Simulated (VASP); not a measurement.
Set up this calculation in VASP 6.6.1, as the native input.

| Item | Value |
| --- | --- |
| Task | single point |
| Functional | PBE |
| Potentials or basis | VASP PAW PBE potentials, release 64 (Tl_d, Pt_sv_GW, N) |
| Cutoff | 700 eV |
| k mesh | 8 × 8 × 4 |
| Occupations | gaussian, width 0.1 eV |
| Spin | no spin polarisation |
| Dipole correction | no |
| Further INCAR settings | ALGO = Normal; EDIFF = 1e-06; NBANDS = 45 |

The structure of TlPtN lies in POSCAR:

```
TlPtN
1.0
    4.1550427445      0.0000000000      0.0000000000
    0.0000000000      4.1550427445      0.0000000000
    0.0000000000      0.0000000000      7.7208488027
Tl Pt N
2 2 2
Direct
    0.0000000000      0.0000000000      0.7961542110
    0.0000000000      0.0000000000      0.2038457890
    0.5000000000      0.5000000000      0.1670136547
    0.5000000000      0.5000000000      0.8329863453
    0.5000000000      0.5000000000      0.4262027475
    0.5000000000      0.5000000000      0.5737972525
```

The cell was generated, and may not be a known phase.

The input as run:

INCAR

```
PREC     = Accurate       # precision mode
ENCUT    = 700            # plane-wave cutoff, eV
EDIFF    = 1E-6           # SCF threshold, eV
ISMEAR   = 0              # smearing method
SIGMA    = 0.1            # smearing width, eV
LREAL    = F              # projectors in reciprocal space
LASPH    = T              # aspherical terms in the spheres
NELM     = 120            # most SCF steps
ALGO     = Normal         # electronic algorithm
ISIF     = 2              # what is computed and relaxed
LWAVE    = F              # write WAVECAR
LCHARG   = F              # write CHGCAR
GGA      = PE             # functional
NBANDS   = 45             # bands
GGA_COMPAT= F
```

KPOINTS

```
Automatic mesh
0
Gamma
  8 8 4
```

Potentials or basis: VASP PAW PBE potentials, release 64 (Tl_d, Pt_sv_GW, N).

Run with:

```bash
$ cat potpaw_PBE.64/Tl_d/POTCAR potpaw_PBE.64/Pt_sv_GW/POTCAR potpaw_PBE.64/N/POTCAR > POTCAR
$ mpirun -np 1 vasp_std > vasp.out
```

It gave:

* Pressure: 0.3 GPa
* Largest force: 0.904 eV/Å
* Band gap on the k mesh: zero (bands 36 and 37 overlap by 1.26 eV)

Caveat: the standard files for N, O and F lose accuracy on very short bonds; spin-orbit coupling is left out, which moves the levels of the heavy elements.

Wall time 4.3 min on 1 thread of Intel(R) Xeon(R) Platinum 8488C (Sapphire Rapids), on a shared host, peak memory 0.54 GiB.
